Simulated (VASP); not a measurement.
# GaO (P6_3/mmc) in VASP: further runs

Runs on GaO. Level: PBEsol. Tasks: single point, relaxation of cell and atoms.

Everything below comes from runs of VASP 6.6.1. Logs are shortened: lines on timing, memory, paths and dates and some standing lists are left out, and cuts for length are marked.

## (1) The cell of the first run

It takes space group P6_3/mmc (No. 194, hexagonal). Conventional cell: a = 3.070 Å, b = 3.070 Å, c = 12.872 Å, α = 90.00°, β = 90.00°, γ = 120.00°. Ga (site symmetry 3m) has 3 O at 1.91 Å and 1 Ga at 2.47 Å within 2.5 Å. O (site symmetry 3m) has 3 Ga at 1.91 Å within 2.5 Å.

## (2) Single point, PBEsol

File INCAR:

```
ALGO = Normal ; EDIFF = 1E-6
ENCUT = 520 ; GGA = PS
ISIF = 2 ; ISMEAR = 0
LASPH = True ; LCHARG = False
LREAL = False ; LWAVE = False
NBANDS = 48 ; NELM = 100
PREC = Accurate ; SIGMA = 0.01
```

File KPOINTS:

```
k-points
0
Gamma
  12 12 2
```

File POSCAR:

```
GaO
1.0
    3.0698229208      0.0000000000      0.0000000000
   -1.5349114604      2.6585446346      0.0000000000
    0.0000000000      0.0000000000     12.8721116770
Ga O
4 4
Direct
    0.3333333333      0.6666666667      0.1538629577
    0.6666666667      0.3333333333      0.6538629577
    0.3333333333      0.6666666667      0.3461370423
    0.6666666667      0.3333333333      0.8461370423
    0.3333333333      0.6666666667      0.5979648356
    0.6666666667      0.3333333333      0.0979648356
    0.3333333333      0.6666666667      0.9020351644
    0.6666666667      0.3333333333      0.4020351644
```

Potentials or basis: VASP PAW PBE potentials, release 64 (Ga_d, O).

Started as:

```console
$ cat potpaw_PBE.64/Ga_d/POTCAR potpaw_PBE.64/O/POTCAR > POTCAR
$ mpirun -np 1 vasp_std > vasp.out
```

OUTCAR:

```text
EDIFF = 1E-6
   ENCUT = 520
   GGA = PS
   ISIF = 2
   ISMEAR = 0
   LASPH = True
   LREAL = False
   NELM = 100
   PREC = Accurate

 ion  position               nearest neighbor table
   1  0.333  0.667  0.154-   6 1.91   6 1.91   6 1.91   3 2.47
   2  0.667  0.333  0.654-   5 1.91   5 1.91   5 1.91   4 2.47
   3  0.333  0.667  0.346-   8 1.91   8 1.91   8 1.91   1 2.47
   4  0.667  0.333  0.846-   7 1.91   7 1.91   7 1.91   2 2.47
   5  0.333  0.667  0.598-   2 1.91   2 1.91   2 1.91
   6  0.667  0.333  0.098-   1 1.91   1 1.91   1 1.91
   7  0.333  0.667  0.902-   4 1.91   4 1.91   4 1.91
   8  0.667  0.333  0.402-   3 1.91   3 1.91   3 1.91

  LATTYP: Found a hexagonal cell.
 ALAT       =     3.0698229208
 C/A-ratio  =     4.1931121140

  Lattice vectors:

 A1 = (   3.0698229208,   0.0000000000,   0.0000000000)
 A2 = (  -1.5349114604,   2.6585446346,   0.0000000000)
 A3 = (   0.0000000000,   0.0000000000,  12.8721116770)

Analysis of symmetry for initial positions (statically):
=====================================================================
 Subroutine PRICEL returns:
 Original cell was already a primitive cell.

 Routine SETGRP: Setting up the symmetry group for a
 hexagonal supercell.

 Subroutine GETGRP returns: Found 24 space group operations
 (whereof 12 operations were pure point group operations)
 out of a pool of 24 trial point group operations.

The static configuration has the point symmetry D_3d.
 The point group associated with its full space group is D_6h.

Analysis of symmetry for dynamics (positions and initial velocities):
=====================================================================
 Subroutine PRICEL returns:
 Original cell was already a primitive cell.

 Routine SETGRP: Setting up the symmetry group for a
 hexagonal supercell.

 Subroutine GETGRP returns: Found 24 space group operations
 (whereof 12 operations were pure point group operations)
 out of a pool of 24 trial point group operations.

The dynamic configuration has the point symmetry D_3d.
 The point group associated with its full space group is D_6h.

 Subroutine INISYM returns: Found 24 space group operations
 (whereof 12 operations are pure point group operations),
 and found     1 'primitive' translations

[... 102 lines left out ...]
   LSORBIT =      F    spin-orbit coupling
   LASPH  =      T    aspherical Exc in radial PAW
   ENCUT  =  520.0 eV  38.22 Ry    6.18 a.u.   5.71  5.71 23.93*2*pi/ulx,y,z
   NELM   =    100;   NELMIN=  2; NELMDL= -5     # of ELM steps
   EDIFF  = 0.1E-05   stopping-criterion for ELM
   LREAL  =      F    real-space projection
   EDIFFG = 0.1E-04   stopping-criterion for IOM
   NSW    =      0    number of steps for IOM
   IBRION =     -1    ionic relax: 0-MD 1-quasi-New 2-CG
   NFREE  =      0    steps in history (QN), initial steepest desc. (CG)
   ISIF   =      2    stress and relaxation
   ISYM   =      2    0-nonsym 1-usesym 2-fastsym
   POTIM  = 0.5000    time-step for ionic-motion
   TEBEG  =    0.0;   TEEND  =   0.0 temperature during run
   PSTRESS=    0.0 pullay stress
   NELECT =      76.0000    total number of electrons
   NUPDOWN=      -1.0000    fix difference up-down
   EMIN   =  10.00;   EMAX   =-10.00  energy-range for DOS
   EFERMI =   0.00;   METHOD = LEGACY
   ISMEAR =     0;   SIGMA  =   0.01  broadening in eV -4-tet -1-fermi 0-gaus
   EFERMI_NEDOS =   21; number of points for ismear=-14 and -15
   IALGO  =     38    algorithm
   IMIX   =      4    mixing-type and parameters
     AMIX     =   0.40;   BMIX     =  1.00
     AMIX_MAG =   1.60;   BMIX_MAG =  1.00
  volume/ion in A,a.u.               =      13.13        88.62
  Fermi-wavevector in a.u.,A,eV,Ry     =   1.469638  2.777213 29.386346  2.159835
  Thomas-Fermi vector in A             =   2.584991
   LORBIT       =      0    0 simple, 1 ext, 2 COOP (PROOUT), +10 PAW based schemes
   GGA     = PS    functional components
   LHFCALC =     F    Hartree Fock is set to
   AEXX    =    0.0000 exact exchange contribution
   IVDW    =     0    specifies the selected vdW correction
   LEPSILON=     F    determine dielectric tensor
   LRPA    =     F    only Hartree local field effects (RPA)
 non-spin polarized calculation
 Gauss-broadening in eV      SIGMA  =   0.01
  energy-cutoff  :      520.00
  volume of cell :      105.05
 maximum number of plane-waves:      2844
 NGX is ok and might be reduce to    24
   NGX = 11   NGY = 11   NGZ = 47

 number of electron      75.9999940 magnetization

 Free energy of the ion-electron system (eV)
  ---------------------------------------------------
  ext. energy  EPLUGINS =         0.00000000
  ---------------------------------------------------
  free energy    TOTEN  =       -46.14538272 eV

  energy without entropy =      -46.14538272  energy(sigma->0) =      -46.14538272

 E-fermi :   3.5582     XC(G=0): -10.9961

 val. band max:        3.5145795534   @ k =   0.0833   0.0833   0.0000
 cond. band min:       4.6100906102   @ k =   0.0000   0.0000   0.0000
 fundamental gap:      1.0955110568
 Fermi energy:         3.5582135884

 k-point     1 :       0.0000    0.0000    0.0000
  band No.  band energies     occupation
      1     -15.5947      2.00000
      2     -15.5192      2.00000
      3     -15.3756      2.00000
      4     -15.2953      2.00000
      5     -10.2830      2.00000
      6     -10.2830      2.00000
[... 1213 lines left out ...]
     47      13.2537      0.00000
     48      13.2537      0.00000

 [... further k-points ...]
[... 5 lines left out ...]
  --------------------------------------------------------------------------------------
  -------------------------------------------------------------------------------------
  Total        0.2030477      0.2030477     -0.0897409      0.0000000      0.0000000     -0.0000000
  in kB        3.0967169      3.0967169     -1.3686554      0.0000000      0.0000000     -0.0000000
  external PRESSURE =       1.6082595 kB  Pullay stress =       0.0000000 kB

 VOLUME and BASIS-vectors are now :
 -----------------------------------------------------------------------------
  energy-cutoff  :      520.00
  volume of cell :      105.05
      direct lattice vectors                 reciprocal lattice vectors
     3.069822921  0.000000000  0.000000000     0.325751689  0.188072825  0.000000000
    -1.534911460  2.658544635  0.000000000     0.000000000  0.376145650  0.000000000
     0.000000000  0.000000000 12.872111677     0.000000000  0.000000000  0.077687331

 POSITION                                       TOTAL-FORCE (eV/Angst)
 -----------------------------------------------------------------------------------
     -0.00000      1.77236      1.98054        -0.000000      0.000000      0.015523
      1.53491      0.88618      8.41660        -0.000000     -0.000000      0.015523
     -0.00000      1.77236      4.45551        -0.000000      0.000000     -0.015523
      1.53491      0.88618     10.89157         0.000000     -0.000000     -0.015523
     -0.00000      1.77236      7.69707        -0.000000      0.000000     -0.016684
      1.53491      0.88618      1.26101         0.000000     -0.000000     -0.016684
     -0.00000      1.77236     11.61110        -0.000000      0.000000      0.016684
      1.53491      0.88618      5.17504         0.000000     -0.000000      0.016684
 -----------------------------------------------------------------------------------
    total drift:                               -0.000000      0.000000     -0.000000

  FREE ENERGIE OF THE ION-ELECTRON SYSTEM (eV)
  ---------------------------------------------------
  free  energy   TOTEN  =       -46.1453827249 eV

  energy  without entropy=      -46.1453827249  energy(sigma->0) =      -46.14538272
```

OSZICAR:

```text
N       E                     dE             d eps       ncg     rms          rms(c)
DAV:   1     0.917495811258E+03    0.91750E+03   -0.35198E+04  4240   0.287E+03
DAV:   2     0.135797114030E+03   -0.78170E+03   -0.73357E+03  3768   0.759E+02
DAV:   3    -0.376012787864E+02   -0.17340E+03   -0.16847E+03  4240   0.234E+02
DAV:   4    -0.512313172094E+02   -0.13630E+02   -0.13492E+02  4680   0.698E+01
DAV:   5    -0.516313365999E+02   -0.40002E+00   -0.39959E+00  4280   0.120E+01    0.136E+01
DAV:   6    -0.462421674783E+02    0.53892E+01   -0.20037E+01  6288   0.477E+01    0.499E+00
DAV:   7    -0.462250005221E+02    0.17167E-01   -0.26130E+00  3784   0.996E+00    0.318E+00
DAV:   8    -0.461765991528E+02    0.48401E-01   -0.67262E-01  5456   0.479E+00    0.121E+00
DAV:   9    -0.461434296832E+02    0.33169E-01   -0.13925E-01  5032   0.396E+00    0.171E-01
DAV:  10    -0.461450745056E+02   -0.16448E-02   -0.16752E-02  4080   0.882E-01    0.604E-02
DAV:  11    -0.461453974233E+02   -0.32292E-03   -0.16354E-03  4768   0.348E-01    0.549E-02
DAV:  12    -0.461453846460E+02    0.12777E-04   -0.19120E-04  4672   0.848E-02    0.250E-02
DAV:  13    -0.461453826431E+02    0.20029E-05   -0.73120E-05  4808   0.399E-02    0.562E-03
DAV:  14    -0.461453827249E+02   -0.81751E-07   -0.79028E-06  3528   0.178E-02
   1 F= -.46145383E+02 E0= -.46145383E+02  d E =-.965904E-12
```

stdout:

```text
POSCAR found type information on POSCAR GaO
 POSCAR found :  2 types and       8 ions
 scaLAPACK will be used
 -----------------------------------------------------------------------------
|                                                                             |
|                                                                             |
|     You enforced a specific xc type in the INCAR file but a different       |
|     I HOPE YOU KNOW WHAT YOU ARE DOING!                                     |
|                                                                             |
 -----------------------------------------------------------------------------

 LDA part: xc-table for (Slater+PW92), standard interpolation
 POSCAR, INCAR and KPOINTS ok, starting setup
 FFT: planning ... GRIDC
 FFT: planning ... GRID_SOFT
 FFT: planning ... GRID
 WAVECAR not read
 entering main loop
```

Run time: 2.3 min. Hardware: 1 thread of Intel Xeon Platinum 8488C (Sapphire Rapids), shared host; peak memory 0.29 GiB.

Results:

- Free energy: -46.1454 eV
- Pressure: 0.2 GPa
- Largest force: 0.017 eV/Å
- Band gap on the k mesh: 1.10 eV (least direct gap 1.11 eV)

Forces on the atoms (eV/Å):
```
Ga   0.000  0.000  0.016
Ga   0.000  0.000  0.016
Ga   0.000  0.000 -0.016
Ga   0.000  0.000 -0.016
O    0.000  0.000 -0.017
O    0.000  0.000 -0.017
O    0.000  0.000  0.017
O    0.000  0.000  0.017
```

Caveat: the PAW data sets were made with another functional, which shifts forces and pressure a little. A k mesh can miss the band edges.

## (3) Relaxation of cell and atoms, PBEsol

This run uses another cell than the first one, of 13.38 Å³/atom.

File INCAR:

```
SYSTEM = GaO
PREC     = Accurate       ! precision mode
ENCUT    = 600            ! plane-wave cutoff, eV
EDIFF    = 1E-6           ! SCF threshold, eV
ISMEAR   = 0              ! smearing method
SIGMA    = 0.1            ! smearing width, eV
LREAL    = .FALSE.        ! projectors in reciprocal space
LASPH    = .TRUE.         ! aspherical terms in the spheres
NELM     = 60             ! most SCF steps
ALGO     = Normal         ! electronic algorithm
ISIF     = 3              ! what is computed and relaxed
LWAVE    = .FALSE.        ! write WAVECAR
LCHARG   = .FALSE.        ! write CHGCAR
GGA      = PS             ! functional
IBRION   = 2              ! ionic algorithm
NSW      = 100            ! ionic steps
EDIFFG   = -0.05          ! ionic threshold
```

File KPOINTS:

```
Automatic mesh
0
G
  6 6 2
  0 0 0
```

File POSCAR:

```
GaO
1.0
    3.0740076570      0.0000000000      0.0000000000
   -1.5370038285      2.6621687224      0.0000000000
    0.0000000000      0.0000000000     13.0772611570
Ga O
4 4
Direct
    0.3333333333      0.6666666667      0.1770000000
    0.6666666667      0.3333333333      0.6770000000
    0.3333333333      0.6666666667      0.3230000000
    0.6666666667      0.3333333333      0.8230000000
    0.3333333333      0.6666666667      0.6000000000
    0.6666666667      0.3333333333      0.1000000000
    0.3333333333      0.6666666667      0.9000000000
    0.6666666667      0.3333333333      0.4000000000
```

Potentials or basis: VASP PAW PBE potentials, release 64 (Ga_d, O).

Started as:

```console
$ cat potpaw_PBE.64/Ga_d/POTCAR potpaw_PBE.64/O/POTCAR > POTCAR
$ mpirun -np 1 vasp_std > vasp.out
```

OUTCAR:

```text
SYSTEM = GaO
   PREC = Accurate
   ENCUT = 600
   EDIFF = 1E-6
   ISMEAR = 0
   LREAL = .FALSE.
   LASPH = .TRUE.
   NELM = 60
   ISIF = 3
   GGA = PS
   IBRION = 2
   NSW = 100
   EDIFFG = -0.05

 ion  position               nearest neighbor table
   1  0.333  0.667  0.177-   3 1.91   6 2.04   6 2.04   6 2.04
   2  0.667  0.333  0.677-   4 1.91   5 2.04   5 2.04   5 2.04
   3  0.333  0.667  0.323-   1 1.91   8 2.04   8 2.04   8 2.04
   4  0.667  0.333  0.823-   2 1.91   7 2.04   7 2.04   7 2.04
   5  0.333  0.667  0.600-   2 2.04   2 2.04   2 2.04
   6  0.667  0.333  0.100-   1 2.04   1 2.04   1 2.04
   7  0.333  0.667  0.900-   4 2.04   4 2.04   4 2.04
   8  0.667  0.333  0.400-   3 2.04   3 2.04   3 2.04

  LATTYP: Found a hexagonal cell.
 ALAT       =     3.0740076570
 C/A-ratio  =     4.2541407232

  Lattice vectors:

[... 304 lines left out ...]

  energy  without entropy=      -41.7225068318  energy(sigma->0) =      -41.72679875

[... ionic steps 4 to 22 ...]

--------------------------------------- Ionic step       23  -------------------------------------------

 number of electron      76.0000031 magnetization

------------------------ aborting loop because EDIFF is reached ----------------------------------------
[... 79 lines left out ...]
--------------------------------------- Ionic step       25  -------------------------------------------

 number of electron      76.0000026 magnetization

 Free energy of the ion-electron system (eV)
  ---------------------------------------------------
  ext. energy  EPLUGINS =         0.00000000
  ---------------------------------------------------
  free energy    TOTEN  =       -46.15610138 eV

  energy without entropy =      -46.15610138  energy(sigma->0) =      -46.15610138

 E-fermi :   4.0968     XC(G=0): -11.0399

 val. band max:        3.5850229511   @ k =   0.0000   0.0000   0.0000
 cond. band min:       4.6743008114   @ k =   0.0000   0.0000   0.0000
 fundamental gap:      1.0892778603
 Fermi energy:         4.0967930826

 k-point     1 :       0.0000    0.0000    0.0000
  band No.  band energies     occupation
      1     -15.5561      2.00000
      2     -15.4815      2.00000
      3     -15.3189      2.00000
      4     -15.2390      2.00000
      5     -10.2195      2.00000
      6     -10.2195      2.00000
[... 696 lines left out ...]
  FREE ENERGIE OF THE ION-ELECTRON SYSTEM (eV)
  ---------------------------------------------------
  free  energy   TOTEN  =       -46.1561013844 eV

  energy  without entropy=      -46.1561013844  energy(sigma->0) =      -46.15610138

 reached required accuracy - stopping structural energy minimisation
```

OSZICAR:

```text
N       E                     dE             d eps       ncg     rms          rms(c)
DAV:   1     0.976155855409E+03    0.97616E+03   -0.39546E+04  1428   0.335E+03
[... 255 lines left out ...]
DAV:   1    -0.461707830494E+02   -0.16876E-01   -0.92179E-01  1487   0.843E+00    0.891E-01
DAV:   2    -0.461597561359E+02    0.11027E-01   -0.90897E-02  1596   0.351E+00    0.392E-01
DAV:   3    -0.461566810781E+02    0.30751E-02   -0.14923E-02  1811   0.958E-01    0.137E-01
DAV:   4    -0.461563375099E+02    0.34357E-03   -0.24723E-03  1495   0.334E-01    0.771E-02
DAV:   5    -0.461561048203E+02    0.23269E-03   -0.47192E-04  2025   0.225E-01    0.201E-02
DAV:   6    -0.461561007377E+02    0.40826E-05   -0.14324E-04  1699   0.153E-01    0.721E-03
DAV:   7    -0.461561016115E+02   -0.87377E-06   -0.18399E-05  1534   0.259E-02    0.385E-03
DAV:   8    -0.461561013844E+02    0.22707E-06   -0.76865E-07   725   0.129E-02
  25 F= -.46156101E+02 E0= -.46156101E+02  d E =-.444493E-02
```

CONTCAR:

```text
GaO
   1.00000000000000
     3.0675195706030198    0.0000000000000000    0.0000000000000000
    -1.5337597853015099    2.6565498747581939   -0.0000000000000000
     0.0000000000000000   -0.0000000000000000   12.8097100392564034
  Ga              O
     4     4
Direct
     0.3333333332999970    0.6666666667000030    0.1532635707552999
     0.6666666667000030    0.3333333332999970    0.6532635707553001
     0.3333333332999970    0.6666666667000030    0.3467364292447001
     0.6666666667000030    0.3333333332999970    0.8467364292446999
     0.3333333332999970    0.6666666667000030    0.5970998091592510
     0.6666666667000030    0.3333333332999970    0.0970998091592510
     0.3333333332999970    0.6666666667000030    0.9029001908407490
     0.6666666667000030    0.3333333332999970    0.4029001908407490

  0.00000000E+00  0.00000000E+00  0.00000000E+00
  0.00000000E+00  0.00000000E+00  0.00000000E+00
  0.00000000E+00  0.00000000E+00  0.00000000E+00
  0.00000000E+00  0.00000000E+00  0.00000000E+00
  0.00000000E+00  0.00000000E+00  0.00000000E+00
  0.00000000E+00  0.00000000E+00  0.00000000E+00
  0.00000000E+00  0.00000000E+00  0.00000000E+00
  0.00000000E+00  0.00000000E+00  0.00000000E+00
```

Run time: 27 min. Hardware: 1 thread of Intel Xeon Platinum 8488C (Sapphire Rapids), shared host; peak memory 0.33 GiB.

Results:

```
Free energy                           : -46.1561 eV
Relaxed volume                        : 13.05 Å³/atom
Relaxed cell                          : a = 3.068 Å, b = 3.068 Å, c = 12.810 Å, α = 90.00°, β = 90.00°, γ = 120.00°
Space group after relaxing (to 0.1 Å) : P6_3/mmc (No. 194)
Energy gained by relaxing             : 735.9 meV/atom
Ionic steps                           : 25
Pressure after relaxing               : 0.3 GPa
Largest force after relaxing          : 0.042 eV/Å
Band gap on the k mesh                : 1.09 eV
```

Forces in eV/Å, atoms in the order of the input:
```
Ga   0.000  0.000  0.042
Ga   0.000  0.000  0.042
Ga   0.000  0.000 -0.042
Ga   0.000  0.000 -0.042
O    0.000  0.000 -0.014
O    0.000  0.000 -0.014
O    0.000  0.000  0.014
O    0.000  0.000  0.014
```

Stress tensor (GPa, compression positive):
```
 0.59  0.00  0.00
 0.00  0.59  0.00
 0.00  0.00 -0.26
```

Step by step:
```tsv
step	energy change (eV)	largest force (eV/Å)	pressure (GPa)	volume (Å³)
1	0.0000	13.6859	7.43	107.02
2	3.6403	4.1989	44.29	115.14
3	-1.4621	4.6160	22.85	113.08
4	-4.3054	3.2361	10.26	111.53
5	-5.6341	1.7492	-1.04	108.74
6	-5.8140	0.4288	0.98	109.68
7	-5.8385	0.1535	0.33	109.46
8	-5.8385	0.2007	0.19	109.41
9	-5.8582	0.0926	0.03	109.60
10	-5.8632	0.0608	-0.12	109.76
11	-5.8639	0.0611	0.05	109.61
12	-5.8640	0.0720	0.07	109.56
13	-5.8644	0.0670	0.02	109.53
14	-5.8657	0.0518	-0.19	109.44
15	-5.8679	0.0223	-0.51	109.25
16	-5.8703	0.0371	-1.04	108.88
17	-5.8706	0.0632	-1.36	108.71
18	-5.8708	0.0637	-1.31	108.67
19	-5.8714	0.0644	-1.31	108.56
20	-5.8725	0.0654	-1.30	108.33
21	-5.8747	0.0693	-1.31	107.88
22	-5.8784	0.0778	-1.23	106.98
23	-5.8827	0.1043	-0.93	105.19
24	-5.8849	0.0697	-0.61	104.95
25	-5.8871	0.0425	0.31	104.39
```

Final structure:
```yaml
crystal:
  lattice:
    - [3.06752, 0.00000, 0.00000]
    - [-1.53376, 2.65655, 0.00000]
    - [0.00000, 0.00000, 12.80971]
  atoms:
    - { symbol: Ga, position: [0.33333, 0.66667, 0.15326] }
    - { symbol: Ga, position: [0.66667, 0.33333, 0.65326] }
    - { symbol: Ga, position: [0.33333, 0.66667, 0.34674] }
    - { symbol: Ga, position: [0.66667, 0.33333, 0.84674] }
    - { symbol: O, position: [0.33333, 0.66667, 0.59710] }
    - { symbol: O, position: [0.66667, 0.33333, 0.09710] }
    - { symbol: O, position: [0.33333, 0.66667, 0.90290] }
    - { symbol: O, position: [0.66667, 0.33333, 0.40290] }
```

Caveat: the PAW data sets were made with another functional, which shifts forces and pressure a little; the relaxation stopped at a loose force limit of 0.05 eV/Å, so its end isn't a converged minimum.

(Part 1 of 2 ends here.)
